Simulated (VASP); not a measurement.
Input of a VASP 6.6.1 run:

Contents of INCAR:

```
PREC = Accurate
ENCUT = 520
EDIFF = 1E-6
ISMEAR = -1
SIGMA = 0.03
LREAL = False
LASPH = True
NELM = 60
ALGO = Normal
ISIF = 2
LWAVE = False
LCHARG = True
GGA = PS
LELF = True
LVHAR = True
NBANDS = 31
```

KPOINTS

```
regular mesh
0
Gamma
  6 6 6
```

File POSCAR:

```
Si2Mo
1.0
    0.0000000000      3.9798506782      4.3632314860
    2.2855190408      0.0000000000      4.3632314860
    2.2855190408      3.9798506782      0.0000000000
Si Mo
4 2
Direct
    0.0858787181      0.4141212819      0.0858787181
    0.4141212819      0.0858787181      0.4141212819
    0.1641212819      0.8358787181      0.1641212819
    0.8358787181      0.1641212819      0.8358787181
    0.7500000000      0.7500000000      0.7500000000
    0.5000000000      0.5000000000      0.5000000000
```

Potentials or basis: VASP PAW PBE potentials, release 64 (Si, Mo_sv).

Launch:

```console
$ cat potpaw_PBE.64/Si/POTCAR potpaw_PBE.64/Mo_sv/POTCAR > POTCAR
$ mpirun -np 1 vasp_std > vasp.out
```

Q: Estimate the band gap on the k mesh.

A: Zero (band 22 reaches 12.87 eV, above the bottom of band 23 at 12.50 eV).

Q: Predict the pressure.

A: 0.4 GPa.

Forces on the atoms (eV/Å):
```
Si   0.000  0.002  0.000
Si   0.000 -0.002  0.000
Si   0.000 -0.002  0.000
Si   0.000  0.002  0.000
Mo   0.000  0.000  0.000
Mo   0.000  0.000  0.000
```

Caveat: the PAW data sets were made with another functional, which shifts forces and pressure a little.
